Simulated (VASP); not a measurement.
The system is Li.

```xyz
1
Lattice="-1.7547 1.7547 1.7547 1.7547 -1.7547 1.7547 1.7547 1.7547 -1.7547" Properties=species:S:1:pos:R:3 pbc="T T T"
Li    0.0000    0.0000    0.0000
```

| Quantity | Value |
| --- | --- |
| Program | VASP 6.6.1 |
| Task | relaxation of cell and atoms |
| Functional | revPBE |
| Dispersion | D4 |
| Potentials or basis | VASP PAW PBE potentials, release 64 (Li_sv) |
| Cutoff | 600 eV |
| k mesh | 11 × 11 × 11 |
| Occupations | fermi-dirac, width 0.05 eV |
| Spin | no spin polarisation |

At the start: pressure -0.6 GPa; volume 21.61 Å³/atom.

Problem. How do energy, volume and symmetry change on relaxing?

Solution. Over 3 steps the energy falls by 2.3 meV/atom and the volume is 20.55 Å³/atom (-4.9 %); space group Im-3m (No. 229, to 0.05 Å).

The path:
| step | energy change (eV) | largest force (eV/Å) | pressure (GPa) | volume (Å³) |
| --- | --- | --- | --- | --- |
| 1 | 0.0000 | 0.0000 | -0.64 | 21.61 |
| 2 | -0.0009 | 0.0000 | -0.50 | 21.34 |
| 3 | -0.0023 | 0.0000 | -0.05 | 20.55 |

Final structure:
```xyz
1
Lattice="-1.7256 1.7256 1.7256 1.7256 -1.7256 1.7256 1.7256 1.7256 -1.7256" Properties=species:S:1:pos:R:3 pbc="T T T"
Li    0.0000    0.0000    0.0000
```

The cell as given is a measured one (21.61 Å³/atom); revPBE+D4 puts the equilibrium volume -4.9 % from it, thermal expansion not counted.

Caveat: the cutoff is under 1.25 times the usual one of these potentials, so pressure, stress and relaxed cells hold a basis-set (Pulay) error; the PAW data sets were made with another functional, which shifts forces and pressure a little; pairwise dispersion overbinds metals, which lowers pressure and volume.
